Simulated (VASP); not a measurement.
# AlN (P3m1) in VASP: notebook

AlN is run at these levels: PBE; tasks: single point.

All numbers are computed with VASP 6.6.1; they aren't measurements. Logs are shortened: lines on timing, memory, paths and dates and some standing lists are left out, and cuts for length are marked.

## (1) The cell of the first run

The structure is trigonal, space group P3m1 (No. 156). The conventional cell has a = 3.130 Å, b = 3.130 Å, c = 11.536 Å, α = 90.00°, β = 90.00°, γ = 120.00°. Al (site symmetry 3m) has 4 N at 1.90 to 1.91 Å within 2.5 Å. Al (site symmetry 3m) has 4 N at 1.90 to 1.91 Å within 2.5 Å. Within 2.5 Å of Al (site symmetry 3m) lie 3 N at 1.90 Å. Within 2.5 Å of Al (site symmetry 3m) lie 4 N at 1.90 to 1.91 Å. Within 2.5 Å of N (site symmetry 3m) lie 4 Al at 1.90 to 1.91 Å. N (site symmetry 3m) has 4 Al at 1.90 to 1.91 Å within 2.5 Å. N (site symmetry 3m) has 3 Al at 1.90 Å within 2.5 Å. N (site symmetry 3m) has 4 Al at 1.90 to 1.91 Å within 2.5 Å.

## (2) Single point, PBE

Input file INCAR:

```
SYSTEM = AlN
PREC = Accurate
ENCUT = 520
EDIFF = 1E-6
ISMEAR = 0
SIGMA = 0.05
LREAL = .FALSE.
LASPH = .TRUE.
NELM = 60
ALGO = Normal
ISIF = 2
LWAVE = .FALSE.
LCHARG = .FALSE.
GGA = PE
NBANDS = 26
```

Input file KPOINTS:

```
Automatic mesh
0
G
  8 8 3
  0 0 0
```

Input file POSCAR:

```
AlN
1.0
   -3.1302395629      0.0000000000      0.0000000000
   -1.5651197814     -2.7108669814      0.0000000000
    0.0000000000      0.0000000000     11.5359593112
Al N
4 4
Direct
    0.3333333333      0.3333333333      0.5694960333
    0.3333333333      0.3333333333      0.1345101323
    0.6666666667      0.6666666667      0.7869889839
    0.6666666667      0.6666666667      0.3520030828
    0.3333333333      0.3333333333      0.7354616699
    0.3333333333      0.3333333333      0.3004757688
    0.6666666667      0.6666666667      0.0829828183
    0.6666666667      0.6666666667      0.5179687193
```

Potentials or basis: VASP PAW PBE potentials, release 64 (Al, N).

Launch:

```console
$ cat potpaw_PBE.64/Al/POTCAR potpaw_PBE.64/N/POTCAR > POTCAR
$ mpirun -np 1 vasp_std > vasp.out
```

OUTCAR:

```text
SYSTEM = AlN
   PREC = Accurate
   ENCUT = 520
   EDIFF = 1E-6
   ISMEAR = 0
   LREAL = .FALSE.
   LASPH = .TRUE.
   NELM = 60
   ISIF = 2
   GGA = PE

 ion  position               nearest neighbor table
   1  0.333  0.333  0.569-   8 1.90   8 1.90   8 1.90   5 1.91   4 3.09   4 3.09   4 3.09   3 3.09
                             3 3.09   3 3.09
   2  0.333  0.333  0.135-   7 1.90   7 1.90   7 1.90   6 1.91   4 3.09   4 3.09   4 3.09
   3  0.667  0.667  0.787-   5 1.90   5 1.90   5 1.90   1 3.09   1 3.09   1 3.09
   4  0.667  0.667  0.352-   6 1.90   6 1.90   6 1.90   8 1.91   1 3.09   2 3.09   1 3.09   2 3.09
                             1 3.09   2 3.09
   5  0.333  0.333  0.735-   3 1.90   3 1.90   3 1.90   1 1.91
   6  0.333  0.333  0.300-   4 1.90   4 1.90   4 1.90   2 1.91
   7  0.667  0.667  0.083-   2 1.90   2 1.90   2 1.90
   8  0.667  0.667  0.518-   1 1.90   1 1.90   1 1.90   4 1.91

  LATTYP: Found a hexagonal cell.
 ALAT       =     3.1302395629
 C/A-ratio  =     3.6853279372

  Lattice vectors:

 A1 = (   1.5651197814,   2.7108669814,   0.0000000000)
 A2 = (  -3.1302395629,   0.0000000000,   0.0000000000)
 A3 = (   0.0000000000,   0.0000000000,  11.5359593112)

Analysis of symmetry for initial positions (statically):
=====================================================================
 Subroutine PRICEL returns:
 Original cell was already a primitive cell.

 Routine SETGRP: Setting up the symmetry group for a
 hexagonal supercell.

 Subroutine GETGRP returns: Found  6 space group operations
 (whereof  6 operations were pure point group operations)
 out of a pool of 24 trial point group operations.

The static configuration has the point symmetry C_3v.

Analysis of symmetry for dynamics (positions and initial velocities):
=====================================================================
 Subroutine PRICEL returns:
 Original cell was already a primitive cell.

 Routine SETGRP: Setting up the symmetry group for a
 hexagonal supercell.

 Subroutine GETGRP returns: Found  6 space group operations
 (whereof  6 operations were pure point group operations)
 out of a pool of 24 trial point group operations.

The dynamic configuration has the point symmetry C_3v.

 Subroutine INISYM returns: Found  6 space group operations
 (whereof  6 operations are pure point group operations),
 and found     1 'primitive' translations

----------------------------------------------------------------------------------------

                                     Primitive cell

  volume of cell :      97.8903

  direct lattice vectors                    reciprocal lattice vectors
    -3.130239563  0.000000000  0.000000000    -0.319464367  0.184442838  0.000000000
    -1.565119781 -2.710866981  0.000000000     0.000000000 -0.368885676  0.000000000
     0.000000000  0.000000000 11.535959311     0.000000000  0.000000000  0.086685465

  length of vectors
     3.130239563  3.130239563 11.535959311     0.368885676  0.368885676  0.086685465

  position of ions in fractional coordinates (direct lattice)
     0.333333333  0.333333333  0.569496033
     0.333333333  0.333333333  0.134510132
     0.666666667  0.666666667  0.786988984
     0.666666667  0.666666667  0.352003083
     0.333333333  0.333333333  0.735461670
     0.333333333  0.333333333  0.300475769
     0.666666667  0.666666667  0.082982818
     0.666666667  0.666666667  0.517968719

  ion indices of the primitive-cell ions
   primitive index   ion index
                 1           1
                 2           2
                 3           3
                 4           4
                 5           5
                 6           6
                 7           7
                 8           8

----------------------------------------------------------------------------------------

 KPOINTS: Automatic mesh

Automatic generation of k-mesh.
 Grid dimensions read from file:
 generate k-points for:    8    8    3

 Generating k-lattice:

  Cartesian coordinates                     Fractional coordinates (reciprocal lattice)
    -0.039933046  0.023055355  0.000000000     0.125000000  0.000000000  0.000000000
     0.000000000 -0.046110710  0.000000000     0.000000000  0.125000000  0.000000000
     0.000000000  0.000000000  0.028895155     0.000000000  0.000000000  0.333333333

  Length of vectors
     0.046110710  0.046110710  0.028895155

  Shift w.r.t. Gamma in fractional coordinates (k-lattice)
     0.000000000  0.000000000  0.000000000

 Subroutine IBZKPT returns following result:
 ===========================================

 Found     25 irreducible k-points:

 Following reciprocal coordinates:
            Coordinates               Weight
  0.000000  0.000000  0.000000      1.000000
  0.125000 -0.000000  0.000000      6.000000
  0.250000 -0.000000  0.000000      6.000000
  0.375000 -0.000000  0.000000      6.000000
  0.500000 -0.000000  0.000000      3.000000
  0.250000  0.125000  0.000000      6.000000
[... 16 lines left out ...]
  0.375000  0.500000  0.333333     12.000000
  0.500000  0.250000  0.333333     12.000000
   k-points           NKPTS =     25   k-points in BZ     NKDIM =     25   number of bands    NBANDS=     26
   number of dos      NEDOS =    301   number of ions     NIONS =      8
   total plane-waves  NPLWV =  51840
   dimension x,y,z NGX =    24 NGY =   24 NGZ =   90
   dimension x,y,z NGXF=    48 NGYF=   48 NGZF=  180
   ions per type =               4   4
   NGX,Y,Z   is equivalent  to a cutoff of  12.75, 12.75, 12.97 a.u.
   NGXF,Y,Z  is equivalent  to a cutoff of  25.49, 25.49, 25.94 a.u.
 SYSTEM =  AlN
   PREC   = accura    normal or accurate (medium, high low for compatibility)
   ISTART =      0    job   : 0-new  1-cont  2-samecut
   ICHARG =      2    charge: 1-file 2-atom 10-const
   ISPIN  =      1    spin polarized calculation?
   LNONCOLLINEAR =      F non collinear calculations
   LSORBIT =      F    spin-orbit coupling
   LASPH  =      T    aspherical Exc in radial PAW
   ENCUT  =  520.0 eV  38.22 Ry    6.18 a.u.   5.82  5.82 21.45*2*pi/ulx,y,z
   NELM   =     60;   NELMIN=  2; NELMDL= -5     # of ELM steps
   EDIFF  = 0.1E-05   stopping-criterion for ELM
   LREAL  =      F    real-space projection
   EDIFFG = 0.1E-04   stopping-criterion for IOM
   NSW    =      0    number of steps for IOM
   IBRION =     -1    ionic relax: 0-MD 1-quasi-New 2-CG
   NFREE  =      0    steps in history (QN), initial steepest desc. (CG)
   ISIF   =      2    stress and relaxation
   ISYM   =      2    0-nonsym 1-usesym 2-fastsym
   POTIM  = 0.5000    time-step for ionic-motion
   TEBEG  =    0.0;   TEEND  =   0.0 temperature during run
   PSTRESS=    0.0 pullay stress
   NELECT =      32.0000    total number of electrons
   NUPDOWN=      -1.0000    fix difference up-down
   EMIN   =  10.00;   EMAX   =-10.00  energy-range for DOS
   EFERMI =   0.00;   METHOD = LEGACY
   ISMEAR =     0;   SIGMA  =   0.05  broadening in eV -4-tet -1-fermi 0-gaus
   EFERMI_NEDOS =   21; number of points for ismear=-14 and -15
   IALGO  =     38    algorithm
   IMIX   =      4    mixing-type and parameters
     AMIX     =   0.40;   BMIX     =  1.00
     AMIX_MAG =   1.60;   BMIX_MAG =  1.00
  volume/ion in A,a.u.               =      12.24        82.57
  Fermi-wavevector in a.u.,A,eV,Ry     =   1.127747  2.131133 17.304069  1.271813
  Thomas-Fermi vector in A             =   2.264434
   LORBIT       =      0    0 simple, 1 ext, 2 COOP (PROOUT), +10 PAW based schemes
   GGA     = PE    functional components
   LHFCALC =     F    Hartree Fock is set to
   AEXX    =    0.0000 exact exchange contribution
   IVDW    =     0    specifies the selected vdW correction
   LEPSILON=     F    determine dielectric tensor
   LRPA    =     F    only Hartree local field effects (RPA)
 non-spin polarized calculation
 Gauss-broadening in eV      SIGMA  =   0.05
  energy-cutoff  :      520.00
  volume of cell :       97.89
 maximum number of plane-waves:      2652
   NGX = 11   NGY = 11   NGZ = 43

 number of electron      31.9999997 magnetization

 Free energy of the ion-electron system (eV)
  ---------------------------------------------------
  ext. energy  EPLUGINS =         0.00000000
  ---------------------------------------------------
  free energy    TOTEN  =       -56.74540429 eV

  energy without entropy =      -56.74485212  energy(sigma->0) =      -56.74512821

 E-fermi :   6.2393     XC(G=0): -10.1041

 val. band max:        6.2051323151   @ k =   0.0000   0.0000   0.0000
 cond. band min:       6.4726329342   @ k =   0.0000   0.0000   0.3333
 fundamental gap:      0.2675006191
 Fermi energy:         6.2393265403

 k-point     1 :       0.0000    0.0000    0.0000
  band No.  band energies     occupation
      1     -11.5663      2.00000
      2     -10.3269      2.00000
      3      -9.1313      2.00000
      4      -7.0504      2.00000
      5      -1.8459      2.00000
      6       0.3064      2.00000
[... 18 lines left out ...]
     25      15.2408      0.00000
     26      15.3071      0.00000

 k-point     2 :       0.1250   -0.0000    0.0000
  band No.  band energies     occupation
      1     -11.3911      2.00000
      2     -10.1653      2.00000
      3      -8.9784      2.00000
      4      -6.9036      2.00000
      5      -1.6451      2.00000
      6       0.2965      2.00000
[... 18 lines left out ...]
     25      14.7005      0.00000
     26      15.2074      0.00000

 k-point     3 :       0.2500   -0.0000    0.0000
  band No.  band energies     occupation
      1     -10.9169      2.00000
      2      -9.7366      2.00000
      3      -8.5756      2.00000
      4      -6.5189      2.00000
      5      -1.1288      2.00000
      6      -0.5697      2.00000
[... 572 lines left out ...]
 k-point    23 :       0.3750    0.5000    0.3333
  band No.  band energies     occupation
      1     -10.0584      2.00000
      2      -9.0132      2.00000
      3      -7.9018      2.00000
      4      -5.8849      2.00000
      5      -2.0902      2.00000
      6      -1.2118      2.00000
[... 18 lines left out ...]
     25      14.1604      0.00000
     26      14.9711      0.00000

 k-point    24 :       0.5000    0.2500    0.3333
  band No.  band energies     occupation
      1     -10.0755      2.00000
      2      -9.0208      2.00000
      3      -7.9072      2.00000
      4      -5.8886      2.00000
      5      -1.6396      2.00000
      6      -0.9205      2.00000
[... 18 lines left out ...]
     25      14.2791      0.00000
     26      14.7067      0.00000

 [... further k-points ...]
[... 5 lines left out ...]
  --------------------------------------------------------------------------------------
  -------------------------------------------------------------------------------------
  Total       -0.5642784     -0.5642784     -5.1406384      0.0000000      0.0000000      0.0000000
  in kB       -9.2355865     -9.2355865    -84.1372157      0.0000000      0.0000000      0.0000000
  external PRESSURE =     -34.2027963 kB  Pullay stress =       0.0000000 kB

 VOLUME and BASIS-vectors are now :
 -----------------------------------------------------------------------------
  energy-cutoff  :      520.00
  volume of cell :       97.89
      direct lattice vectors                 reciprocal lattice vectors
    -3.130239563  0.000000000  0.000000000    -0.319464367  0.184442838  0.000000000
    -1.565119781 -2.710866981  0.000000000     0.000000000 -0.368885676  0.000000000
     0.000000000  0.000000000 11.535959311     0.000000000  0.000000000  0.086685465

 POSITION                                       TOTAL-FORCE (eV/Angst)
 -----------------------------------------------------------------------------------
     -1.56512     -0.90362      6.56968         0.000000      0.000000     -1.238259
     -1.56512     -0.90362      1.55170         0.000000      0.000000     -2.457370
     -3.13024     -1.80724      9.07867        -0.000000      0.000000      0.651131
     -3.13024     -1.80724      4.06069        -0.000000      0.000000     -1.301776
     -1.56512     -0.90362      8.48426        -0.000000      0.000000      1.202109
     -1.56512     -0.90362      3.46628         0.000000     -0.000000      1.359353
     -3.13024     -1.80724      0.95729        -0.000000      0.000000      0.607337
     -3.13024     -1.80724      5.97527         0.000000      0.000000      1.177475
 -----------------------------------------------------------------------------------
    total drift:                               -0.000000     -0.000000      0.000292

  FREE ENERGIE OF THE ION-ELECTRON SYSTEM (eV)
  ---------------------------------------------------
  free  energy   TOTEN  =       -56.7454042895 eV

  energy  without entropy=      -56.7448521228  energy(sigma->0) =      -56.74512821
```

Wall time 94 s (1 thread of AMD EPYC 7R13, shared host); peak memory 0.2 GiB.

What came out:

```yaml
Free_energy: -56.7454 eV
Pressure: -3.4 GPa
Largest_force: 2.457 eV/Å
Band_gap_on_the_k_mesh: zero (filled and empty bands touch)
```

Forces on the atoms (eV/Å):
```
Al   0.000  0.000 -1.238
Al   0.000  0.000 -2.457
Al   0.000  0.000  0.651
Al   0.000  0.000 -1.302
N    0.000  0.000  1.202
N    0.000  0.000  1.359
N    0.000  0.000  0.607
N    0.000  0.000  1.177
```

Stress tensor (GPa, compression positive):
```
-0.92  0.00  0.00
 0.00 -0.92  0.00
 0.00  0.00 -8.41
```

Caveat: forces of over 1 eV/Å act on the atoms, so gaps and moduli don't describe the material at rest.

[end of part 1 of 2]
